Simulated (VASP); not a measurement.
Here is a VASP 6.6.1 calculation.

The input INCAR:

```
  PREC = Accurate
  ENCUT = 520
  EDIFF = 1E-7
  ISMEAR = 0
  SIGMA = 0.1
  LREAL = False
  LASPH = True
  NELM = 60
  ALGO = Fast
  ISIF = 2
  LWAVE = False
  LCHARG = False
  GGA = PS
  NBANDS = 54
```

Contents of KPOINTS:

```
regular mesh
0
Gamma
  3 3 3
```

File POSCAR:

```
Na
1.0
    4.3063170215      2.4862532916      7.3440023585
   -4.3063170215      2.4862532916      7.3440023585
    0.0000000000     -4.9725065831      7.3440023585
Na
12
Direct
    0.0101900000      0.6536100000      0.0101900000
    0.0101900000      0.0101900000      0.6536100000
    0.6536100000      0.0101900000      0.0101900000
    0.9898100000      0.3463900000      0.9898100000
    0.3463900000      0.9898100000      0.9898100000
    0.9898100000      0.9898100000      0.3463900000
    0.2211800000      0.6306000000      0.2211800000
    0.2211800000      0.2211800000      0.6306000000
    0.6306000000      0.2211800000      0.2211800000
    0.7788200000      0.3694000000      0.7788200000
    0.3694000000      0.7788200000      0.7788200000
    0.7788200000      0.7788200000      0.3694000000
```

Potentials or basis: VASP PAW PBE potentials, release 64 (Na_pv).

Command:

```console
$ cat potpaw_PBE.64/Na_pv/POTCAR > POTCAR
$ mpirun -np 1 vasp_std > vasp.out
```

Task: Predict the largest force.

Result: 0.549 eV/Å.

Task: What does it give for the band gap on the k mesh?

Result: Zero (bands 42 and 43 overlap by 0.57 eV).

Forces in eV/Å, atoms in the order of the input:
```
Na   0.296 -0.171 -0.124
Na   0.000  0.342 -0.124
Na  -0.296 -0.171 -0.124
Na  -0.296  0.171  0.124
Na   0.296  0.171  0.124
Na   0.000 -0.342  0.124
Na   0.463 -0.267  0.125
Na   0.000  0.534  0.125
Na  -0.463 -0.267  0.125
Na  -0.463  0.267 -0.125
Na   0.463  0.267 -0.125
Na   0.000 -0.534 -0.125
```

Caveat: the PAW data sets were made with another functional, which shifts forces and pressure a little.
